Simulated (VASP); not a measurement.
Wanted: the native input for a VASP 6.6.1 run.

- Task: single point
- Functional: HSE06
- Potentials or basis: VASP PAW PBE potentials, release 64 (Si)
- Cutoff: 520 eV
- k mesh: 6 × 6 × 4
- Occupations: gaussian, width 0.01 eV
- Spin: no spin polarisation
- Dipole correction: no
- Grid for exact exchange (PRECFOCK): Normal
- Further INCAR settings: ALGO = Normal; EDIFF = 1e-06; NBANDS = 16
- Share of exact exchange: 0.25
- Screening parameter: 0.2079 1/Å

Si:

```
Si
1.0
     3.67884    0.00000    0.00000
    -1.83942    3.18597    0.00000
     0.00000    0.00000    6.43574
Si
4
Direct
  0.33333 0.66667 0.00447
  0.66667 0.33333 0.50447
  0.33333 0.66667 0.37053
  0.66667 0.33333 0.87053
```

This cell differs from its parent crystal: epitaxial xy strain -4.0%.

One way to write it, as run:

POSCAR

```
Si
1.0
    3.6788443766      0.0000000000      0.0000000000
   -1.8394221883      3.1859726867      0.0000000000
    0.0000000000      0.0000000000      6.4357401288
Si
4
Direct
    0.3333333333      0.6666666667      0.0044737245
    0.6666666667      0.3333333333      0.5044737245
    0.3333333333      0.6666666667      0.3705262755
    0.6666666667      0.3333333333      0.8705262755
```

INCAR.step1

```
ALGO = Normal ; EDIFF = 1E-5
ENCUT = 520 ; GGA = PE
ISIF = 2 ; ISMEAR = 0
LASPH = T ; LCHARG = F
LREAL = F ; LWAVE = T
NBANDS = 16 ; NELM = 60
PREC = Accurate ; SIGMA = 0.01
```

INCAR.step2

```
ALGO = Normal ; EDIFF = 1E-6
ENCUT = 520 ; GGA = PE
HFSCREEN = 0.2079 ; ISIF = 2
ISMEAR = 0 ; ISTART = 1
LASPH = T ; LCHARG = F
LHFCALC = T ; LREAL = F
LWAVE = F ; NBANDS = 16
NELM = 60 ; PREC = Accurate
PRECFOCK = Normal ; SIGMA = 0.01
```

KPOINTS

```
k-points
0
Gamma
  6 6 4
```

Potentials or basis: VASP PAW PBE potentials, release 64 (Si).

Run with:

```sh
$ cat potpaw_PBE.64/Si/POTCAR > POTCAR
$ cp INCAR.step1 INCAR
$ mpirun -np 1 vasp_std > vasp.out
$ cp INCAR.step2 INCAR
$ mpirun -np 1 vasp_std > vasp.out
```

It gave:

```
Pressure               : 6.7 GPa
Largest force          : 0.033 eV/Å
Band gap on the k mesh : 0.75 eV (least direct gap 2.07 eV)
```

Caveat: the cell differs from its parent crystal (epitaxial xy strain -4.0%); the stress differs along the axes, from -1 to 10 GPa; the PAW data sets were made with another functional, which shifts forces and pressure a little.

Wall time 41 min on 1 thread of Oxide Virtual Turin-like Processor (shared host), peak memory 0.28 GiB.
